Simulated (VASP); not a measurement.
Set up this calculation in VASP 6.6.1, as the native input.

```yaml
Task: single point
Functional: revPBE
Potentials_or_basis: VASP PAW PBE potentials, release 64 (K_sv)
Cutoff: 520 eV
k_mesh: 8 × 8 × 8
Occupations: fermi-dirac, width 0.1 eV
Spin: no spin polarisation
Dipole_correction: no
Further_INCAR_settings: ALGO = Normal; EDIFF = 1e-06; NBANDS = 10
```

The structure of K lies in POSCAR:

```
K
1.0
    4.5228675559      0.0000000000      0.0000000000
    0.0000000000      4.5228675559      0.0000000000
    0.0000000000      0.0000000000      4.5228675559
K
1
Direct
    0.0000000000      0.0000000000      0.0000000000
```

This isn't the form of K at room conditions, which is bcc.

One way to write it, as run:

INCAR

```
SYSTEM = K
ALGO = Normal
EDIFF = 1E-6
ENCUT = 520
GGA = RE
ISIF = 2
ISMEAR = -1
LASPH = .TRUE.
LCHARG = .FALSE.
LREAL = .FALSE.
LWAVE = .FALSE.
NBANDS = 10
NELM = 80
PREC = Accurate
SIGMA = 0.1
```

KPOINTS

```
k-points
0
G
  8 8 8
  0 0 0
```

Potentials or basis: VASP PAW PBE potentials, release 64 (K_sv).

The run is started by

```bash
$ cat potpaw_PBE.64/K_sv/POTCAR > POTCAR
$ mpirun -np 1 vasp_std > vasp.out
```

Results of the run:

```json
{
 "Pressure": "-0.2 GPa",
 "Band gap on the k mesh": "zero (an odd number of electrons rules out a gap without spin polarisation)"
}
```

Caveat: the PAW data sets were made with another functional, which shifts forces and pressure a little.

Wall time 36 s on 1 thread of Intel Xeon 8259CL, on a shared host, peak memory 0.21 GiB.
